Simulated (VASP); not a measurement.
# Bi (R-3m) in VASP: further runs

The runs below take Bi through single point, with r2SCAN.

Program: VASP 6.6.1. These are calculated values, not measurements. Logs are shortened: lines on timing, memory, paths and dates and some standing lists are left out, and cuts for length are marked.

### Step 1. The cell of the first run

The structure is trigonal, space group R-3m (No. 166). Conventional cell: a = 4.535 Å, b = 4.535 Å, c = 12.350 Å, α = 90.00°, β = 90.00°, γ = 120.00°. Bi (site symmetry 3m) has 6 Bi at 3.07 to 3.63 Å within 4.0 Å.

### Step 2. Single point, r2SCAN

Input file POSCAR:

```
Bi
1.0
    2.2672586491      1.3090023913      4.1166667488
   -2.2672586491      1.3090023913      4.1166667488
    0.0000000000     -2.6180047827      4.1166667487
Bi
2
Direct
    0.2317091399      0.2317091399      0.2317091399
    0.7682908601      0.7682908601      0.7682908601
```

Input file INCAR.step1:

```
SYSTEM = Bi
PREC = Accurate ; ENCUT = 520
ISMEAR = 1 ; SIGMA = 0.2
LREAL = .False. ; LASPH = .True.
NELM = 100 ; NBANDS = 22
GGA = PE ; ALGO = Normal
EDIFF = 1E-4 ; LWAVE = .True.
LCHARG = .False.
```

Input file INCAR.step2:

```
SYSTEM = Bi
PREC = Accurate ; ENCUT = 520
EDIFF = 1E-7 ; ISMEAR = 1
SIGMA = 0.2 ; LREAL = .False.
LASPH = .True. ; NELM = 100
ALGO = Normal ; ISIF = 2
LWAVE = .False. ; LCHARG = .False.
METAGGA = R2SCAN ; LMIXTAU = .True.
NBANDS = 22 ; ISTART = 1
```

Input file KPOINTS:

```
regular mesh
0
Gamma
  9 9 9
  0 0 0
```

Potentials or basis: VASP PAW PBE potentials, release 64 (Bi_d).

The run is started by

```console
$ cat potpaw_PBE.64/Bi_d/POTCAR > POTCAR
$ cp INCAR.step1 INCAR
$ mpirun -np 1 vasp_std > vasp.out
$ cp INCAR.step2 INCAR
$ mpirun -np 1 vasp_std > vasp.out
```

OUTCAR:

```text
SYSTEM = Bi
   PREC = Accurate
   ENCUT = 520
   EDIFF = 1E-7
   ISMEAR = 1
   LREAL = .False.
   LASPH = .True.
   NELM = 100
   ISIF = 2
   METAGGA = R2SCAN
   ISTART = 1

 ion  position               nearest neighbor table
   1  0.232  0.232  0.232-   2 3.07   2 3.07   2 3.07   2 3.63   2 3.63   2 3.63
   2  0.768  0.768  0.768-   1 3.07   1 3.07   1 3.07   1 3.63   1 3.63   1 3.63

  LATTYP: Found a trigonal (rhomboedric) cell.
 ALAT       =     4.8786160090
 COS(alpha) =     0.5680446502

  Lattice vectors:

 A1 = (   2.2672586491,   1.3090023913,   4.1166667488)
 A2 = (  -2.2672586491,   1.3090023913,   4.1166667488)
 A3 = (   0.0000000000,  -2.6180047827,   4.1166667487)

Analysis of symmetry for initial positions (statically):
=====================================================================
 Subroutine PRICEL returns:
 Original cell was already a primitive cell.

 Routine SETGRP: Setting up the symmetry group for a
 trigonal (rhombohedral) supercell.

 Subroutine GETGRP returns: Found 12 space group operations
 (whereof 12 operations were pure point group operations)
 out of a pool of 12 trial point group operations.

The static configuration has the point symmetry D_3d.

Analysis of symmetry for dynamics (positions and initial velocities):
=====================================================================
 Subroutine PRICEL returns:
 Original cell was already a primitive cell.

 Routine SETGRP: Setting up the symmetry group for a
 trigonal (rhombohedral) supercell.

 Subroutine GETGRP returns: Found 12 space group operations
 (whereof 12 operations were pure point group operations)
 out of a pool of 12 trial point group operations.

The dynamic configuration has the point symmetry D_3d.

 Subroutine INISYM returns: Found 12 space group operations
 (whereof 12 operations are pure point group operations),
 and found     1 'primitive' translations

----------------------------------------------------------------------------------------

                                     Primitive cell

  volume of cell :      73.3058

  direct lattice vectors                    reciprocal lattice vectors
     2.267258649  1.309002391  4.116666749     0.220530640  0.127323424  0.080971658
    -2.267258649  1.309002391  4.116666749    -0.220530640  0.127323424  0.080971658
     0.000000000 -2.618004783  4.116666749     0.000000000 -0.254646848  0.080971658

  length of vectors
     4.878616009  4.878616009  4.878616009     0.267210454  0.267210454  0.267210454

  position of ions in fractional coordinates (direct lattice)
     0.231709140  0.231709140  0.231709140
     0.768290860  0.768290860  0.768290860

  ion indices of the primitive-cell ions
   primitive index   ion index
                 1           1
                 2           2

----------------------------------------------------------------------------------------

 KPOINTS: regular mesh

Automatic generation of k-mesh.
 Grid dimensions read from file:
 generate k-points for:    9    9    9

 Generating k-lattice:

  Cartesian coordinates                     Fractional coordinates (reciprocal lattice)
     0.024503404  0.014147047  0.008996851     0.111111111  0.000000000 -0.000000000
    -0.024503404  0.014147047  0.008996851     0.000000000  0.111111111 -0.000000000
     0.000000000 -0.028294094  0.008996851     0.000000000  0.000000000  0.111111111

  Length of vectors
     0.029690050  0.029690050  0.029690050

  Shift w.r.t. Gamma in fractional coordinates (k-lattice)
     0.000000000  0.000000000  0.000000000

 Subroutine IBZKPT returns following result:
 ===========================================

 Found     85 irreducible k-points:

 Following reciprocal coordinates:
            Coordinates               Weight
  0.000000  0.000000  0.000000      1.000000
  0.111111  0.000000  0.000000      6.000000
  0.222222  0.000000  0.000000      6.000000
  0.333333 -0.000000  0.000000      6.000000
  0.444444  0.000000  0.000000      6.000000
  0.111111  0.111111  0.000000      6.000000
[... 16 lines left out ...]
 -0.333333  0.333333  0.000000      6.000000
  0.444444  0.444444  0.000000      6.000000
 [... further k-points ...]
   k-points           NKPTS =     85   k-points in BZ     NKDIM =     85   number of bands    NBANDS=     22
   number of dos      NEDOS =    301   number of ions     NIONS =      2
   total plane-waves  NPLWV =  46656
   dimension x,y,z NGX =    36 NGY =   36 NGZ =   36
   dimension x,y,z NGXF=    72 NGYF=   72 NGZF=   72
   ions per type =               2
   NGX,Y,Z   is equivalent  to a cutoff of  12.27, 12.27, 12.27 a.u.
   NGXF,Y,Z  is equivalent  to a cutoff of  24.54, 24.54, 24.54 a.u.
 SYSTEM =  Bi
   PREC   = accura    normal or accurate (medium, high low for compatibility)
   ISTART =      1    job   : 0-new  1-cont  2-samecut
   ICHARG =      0    charge: 1-file 2-atom 10-const
   ISPIN  =      1    spin polarized calculation?
   LNONCOLLINEAR =      F non collinear calculations
   LSORBIT =      F    spin-orbit coupling
   LASPH  =      T    aspherical Exc in radial PAW
   ENCUT  =  520.0 eV  38.22 Ry    6.18 a.u.   9.07  9.07  9.07*2*pi/ulx,y,z
   NELM   =    100;   NELMIN=  2; NELMDL=  0     # of ELM steps
   EDIFF  = 0.1E-06   stopping-criterion for ELM
   LREAL  =      F    real-space projection
   EDIFFG = 0.1E-05   stopping-criterion for IOM
   NSW    =      0    number of steps for IOM
   IBRION =     -1    ionic relax: 0-MD 1-quasi-New 2-CG
   NFREE  =      0    steps in history (QN), initial steepest desc. (CG)
   ISIF   =      2    stress and relaxation
   ISYM   =      2    0-nonsym 1-usesym 2-fastsym
   POTIM  = 0.5000    time-step for ionic-motion
   TEBEG  =    0.0;   TEEND  =   0.0 temperature during run
   PSTRESS=    0.0 pullay stress
   NELECT =      30.0000    total number of electrons
   NUPDOWN=      -1.0000    fix difference up-down
   EMIN   =  10.00;   EMAX   =-10.00  energy-range for DOS
   EFERMI =   0.00;   METHOD = LEGACY
   ISMEAR =     1;   SIGMA  =   0.20  broadening in eV -4-tet -1-fermi 0-gaus
   EFERMI_NEDOS =   21; number of points for ismear=-14 and -15
   IALGO  =     38    algorithm
   IMIX   =      4    mixing-type and parameters
     AMIX     =   0.40;   BMIX     =  1.00
     AMIX_MAG =   1.60;   BMIX_MAG =  1.00
  volume/ion in A,a.u.               =      36.65       247.35
  Fermi-wavevector in a.u.,A,eV,Ry     =   1.215446  2.296860 20.100017  1.477310
  Thomas-Fermi vector in A             =   2.350833
   LORBIT       =      0    0 simple, 1 ext, 2 COOP (PROOUT), +10 PAW based schemes
   METAGGA = R2SCAN    functional components
   LHFCALC =     F    Hartree Fock is set to
   AEXX    =    0.0000 exact exchange contribution
   IVDW    =     0    specifies the selected vdW correction
   LEPSILON=     F    determine dielectric tensor
   LRPA    =     F    only Hartree local field effects (RPA)
 non-spin polarized calculation
 Methfessel and Paxton  Order N= 1 SIGMA  =   0.20
  energy-cutoff  :      520.00
  volume of cell :       73.31
 maximum number of plane-waves:      2004
   NGX = 19   NGY = 19   NGZ = 19

 number of electron      30.0000004 magnetization

 Free energy of the ion-electron system (eV)
  ---------------------------------------------------
  ext. energy  EPLUGINS =         0.00000000
  ---------------------------------------------------
  free energy    TOTEN  =      -117.00914396 eV

  energy without entropy =     -117.01018520  energy(sigma->0) =     -117.00949104

 E-fermi :   5.8074     XC(G=0):  -9.9744

 val. band max:        5.8036747249   @ k =   0.4444   0.3333   0.3333
 cond. band min:       5.8502930952   @ k =   0.4444   0.0000   0.0000
 fundamental gap:      0.0466183703
 Fermi energy:         5.8074350243

 k-point     1 :       0.0000    0.0000    0.0000
  band No.  band energies     occupation
      1     -17.7848      2.00000
      2     -17.7848      2.00000
      3     -17.6298      2.00000
      4     -17.6298      2.00000
      5     -17.6085      2.00000
      6     -17.4379      2.00000
[... 14 lines left out ...]
     21      12.2174      0.00000
     22      12.3297      0.00000

 k-point     2 :       0.1111    0.0000    0.0000
  band No.  band energies     occupation
      1     -17.7772      2.00000
      2     -17.7734      2.00000
      3     -17.6265      2.00000
      4     -17.6226      2.00000
      5     -17.6029      2.00000
      6     -17.4436      2.00000
[... 14 lines left out ...]
     21      12.3143      0.00000
     22      13.2802      0.00000

 k-point     3 :       0.2222    0.0000    0.0000
  band No.  band energies     occupation
      1     -17.7565      2.00000
      2     -17.7407      2.00000
      3     -17.6190      2.00000
      4     -17.6024      2.00000
      5     -17.5849      2.00000
      6     -17.4633      2.00000
[... 14 lines left out ...]
     21      12.8794      0.00000
     22      15.1199      0.00000

 k-point     4 :       0.3333   -0.0000    0.0000
  band No.  band energies     occupation
      1     -17.7296      2.00000
      2     -17.6910      2.00000
      3     -17.6113      2.00000
      4     -17.5732      2.00000
      5     -17.5570      2.00000
      6     -17.4964      2.00000
[... 14 lines left out ...]
     21      13.9634      0.00000
     22      16.2683      0.00000

 k-point     5 :       0.4444    0.0000    0.0000
  band No.  band energies     occupation
      1     -17.7090      2.00000
      2     -17.6356      2.00000
      3     -17.6060      2.00000
      4     -17.5557      2.00000
      5     -17.5409      2.00000
      6     -17.5058      2.00000
[... 14 lines left out ...]
     21      14.8083      0.00000
     22      15.4077      0.00000

 k-point     6 :       0.1111    0.1111    0.0000
  band No.  band energies     occupation
      1     -17.7833      2.00000
      2     -17.7633      2.00000
      3     -17.6286      2.00000
      4     -17.6197      2.00000
      5     -17.6012      2.00000
      6     -17.4453      2.00000
[... 14 lines left out ...]
     21      12.6667      0.00000
     22      12.9438      0.00000

 k-point     7 :       0.2222    0.1111    0.0000
  band No.  band energies     occupation
      1     -17.7726      2.00000
      2     -17.7357      2.00000
      3     -17.6223      2.00000
      4     -17.6088      2.00000
      5     -17.5865      2.00000
      6     -17.4608      2.00000
[... 324 lines left out ...]
      6     -17.4908      2.00000
[... 14 lines left out ...]
     21      14.8721      0.00000
     22      15.3408      0.00000

 k-point    21 :       0.4444    0.3333   -0.0000
  band No.  band energies     occupation
      1     -17.7660      2.00000
      2     -17.6379      2.00000
      3     -17.6276      2.00000
      4     -17.5589      2.00000
      5     -17.5339      2.00000
      6     -17.5090      2.00000
[... 14 lines left out ...]
     21      15.8362      0.00000
     22      16.1908      0.00000

 k-point    22 :      -0.4444    0.3333   -0.0000
  band No.  band energies     occupation
      1     -17.7502      2.00000
      2     -17.6284      2.00000
      3     -17.6039      2.00000
      4     -17.5618      2.00000
      5     -17.5397      2.00000
      6     -17.5128      2.00000
[... 14 lines left out ...]
     21      15.3205      0.00000
     22      17.0123      0.00000

 k-point    23 :      -0.3333    0.3333    0.0000
  band No.  band energies     occupation
      1     -17.7388      2.00000
      2     -17.6128      2.00000
      3     -17.5693      2.00000
      4     -17.5684      2.00000
      5     -17.5619      2.00000
      6     -17.5313      2.00000
[... 14 lines left out ...]
     21      14.4388      0.00000
     22      16.2175      0.00000

 k-point    24 :       0.4444    0.4444    0.0000
  band No.  band energies     occupation
      1     -17.7715      2.00000
      2     -17.6382      2.00000
      3     -17.6322      2.00000
      4     -17.5342      2.00000
      5     -17.5332      2.00000
      6     -17.5081      2.00000
[... 14 lines left out ...]
     21      15.7871      0.00000
     22      16.4124      0.00000

 [... further k-points ...]

------------------------ aborting loop because EDIFF is reached ----------------------------------------

  FORCE on cell =-STRESS in cart. coord.  units (eV):
  Direction    XX          YY          ZZ          XY          YZ          ZX
  --------------------------------------------------------------------------------------
  -------------------------------------------------------------------------------------
  Total       -0.0177038     -0.0177038     -0.0117041      0.0000000     -0.0000000      0.0000000
  in kB       -0.3869362     -0.3869362     -0.2558056      0.0000000     -0.0000000      0.0000000
  external PRESSURE =      -0.3432260 kB  Pullay stress =       0.0000000 kB

 VOLUME and BASIS-vectors are now :
 -----------------------------------------------------------------------------
  energy-cutoff  :      520.00
  volume of cell :       73.31
      direct lattice vectors                 reciprocal lattice vectors
     2.267258649  1.309002391  4.116666749     0.220530640  0.127323424  0.080971658
    -2.267258649  1.309002391  4.116666749    -0.220530640  0.127323424  0.080971658
     0.000000000 -2.618004783  4.116666749     0.000000000 -0.254646848  0.080971658

 POSITION                                       TOTAL-FORCE (eV/Angst)
 -----------------------------------------------------------------------------------
      0.00000     -0.00000      2.86161         0.000000     -0.000000      0.007875
      0.00000     -0.00000      9.48839         0.000000      0.000000     -0.007875
 -----------------------------------------------------------------------------------
    total drift:                               -0.000000      0.000000     -0.000000

  FREE ENERGIE OF THE ION-ELECTRON SYSTEM (eV)
  ---------------------------------------------------
  free  energy   TOTEN  =      -117.0091439610 eV

  energy  without entropy=     -117.0101852040  energy(sigma->0) =     -117.00949104
```

It took 3.2 min on 1 thread of Intel Xeon 6975P-C (Granite Rapids), shared host; peak memory 0.28 GiB.

Results:

* Free energy: -117.0091 eV
* Pressure: 0.0 GPa
* Largest force: 0.008 eV/Å

Forces on the atoms (eV/Å):
```
Bi   0.000  0.000  0.008
Bi   0.000  0.000 -0.008
```

Levels at points of the mesh, in eV from the Fermi level:
```csv
k point,band 12,band 13,band 14,band 15,band 16,band 17,band 18,band 19
"(0.00, 0.00, 0.00)",-7.79,-1.72,-1.20,-1.20,2.36,2.94,2.94,6.15
```

Caveat: the PAW data sets were made with another functional, which shifts forces and pressure a little; spin-orbit coupling is left out, which moves the levels of the heavy elements.

(Continued in part 2 of 2.)
